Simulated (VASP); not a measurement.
TiO2:

```xyz
6
Lattice="-1.8921 1.8921 4.7573 1.8921 -1.8921 4.7573 1.8921 1.8921 -4.7573" Properties=species:S:1:pos:R:3 pbc="T T T"
Ti    0.0000    0.0000    0.0000
Ti    0.0000    1.8921    2.3786
O     0.0000    0.0000    1.9800
O     0.0000    1.8921    4.3586
O     0.0000    1.8921    0.3987
O     0.0000    0.0000    7.5346
```

| Item | Value |
| --- | --- |
| Program | VASP 6.6.1 |
| Task | relaxation of cell and atoms |
| Functional | LDA |
| Potentials or basis | VASP PAW LDA potentials, release 64 (Ti_sv, O) |
| Cutoff | 600 eV |
| k mesh | 10 × 10 × 10 |
| Occupations | gaussian, width 0.02 eV |
| Spin | no spin polarisation |

At the start: pressure -5.8 GPa; volume 11.35 Å³/atom.

Problem. How do energy, volume and symmetry change on relaxing?

Solution. Over 6 steps the energy falls by 5.6 meV/atom and the volume is 11.06 Å³/atom (-2.6 %); space group I4_1/amd (No. 141, to 0.05 Å).

Step by step:
| step | energy change (eV) | largest force (eV/Å) | pressure (GPa) | volume (Å³) |
| --- | --- | --- | --- | --- |
| 1 | 0.0000 | 0.0899 | -5.77 | 68.13 |
| 2 | 0.0280 | 0.3180 | 8.76 | 64.17 |
| 3 | -0.0325 | 0.0757 | -0.06 | 66.42 |
| 4 | -0.0325 | 0.0794 | 0.01 | 66.38 |
| 5 | -0.0333 | 0.0232 | 0.06 | 66.31 |
| 6 | -0.0334 | 0.0030 | 0.07 | 66.33 |

Final structure:
```xyz
6
Lattice="-1.8727 1.8727 4.7286 1.8727 -1.8727 4.7286 1.8727 1.8727 -4.7286" Properties=species:S:1:pos:R:3 pbc="T T T"
Ti    0.0000    0.0000    0.0000
Ti    0.0000    1.8727    2.3643
O     0.0000    0.0000    1.9687
O     0.0000    1.8727    4.3330
O     0.0000    1.8727    0.3956
O     0.0000    0.0000    7.4886
```
